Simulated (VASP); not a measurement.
Runs of VASP 6.6.1 on KMgF3. It takes space group Pm-3m (No. 221, cubic). The conventional cell has a = 3.986 Å, b = 3.986 Å, c = 3.986 Å, α = 90.00°, β = 90.00°, γ = 90.00°. K (site symmetry m-3m) has 12 F at 2.82 Å and 8 Mg at 3.45 Å within 3.7 Å. Mg (site symmetry m-3m) has 6 F at 1.99 Å within 2.6 Å. F (site symmetry 4/mmm) has 2 Mg at 1.99 Å within 2.6 Å. 

| level | potentials or basis | gap on the mesh (eV) | pressure (GPa) | relaxed volume (Å³/atom) |
| --- | --- | --- | --- | --- |
| LDA | VASP PAW LDA potentials, release 64 (K_sv, Mg, F) | 7.52 | 0.0 | 11.80 |
| PBEsol | VASP PAW PBE potentials, release 64 (K_sv, Mg, F) | 7.14 | 0.0 | 12.64 |
| r2SCAN | VASP PAW PBE potentials, release 64 (K_sv, Mg, F) | 8.35 | -0.1 | (a) |
| PBE | VASP PAW PBE potentials, release 64 (K_sv, Mg, F) | (b) | 0.0 | 13.24 |

Alike in all rows: task relaxation of cell and atoms; no spin polarisation; cell relaxed; k mesh 8 × 8 × 8; cutoff (eV) 600; smearing fermi-dirac 0.02 eV.

Estimate the missing entries.

(a) 12.52; (b) 6.98.

Caveats: the PAW data sets were made with another functional, which shifts forces and pressure a little (at least some runs).

A k mesh can miss the band edges.
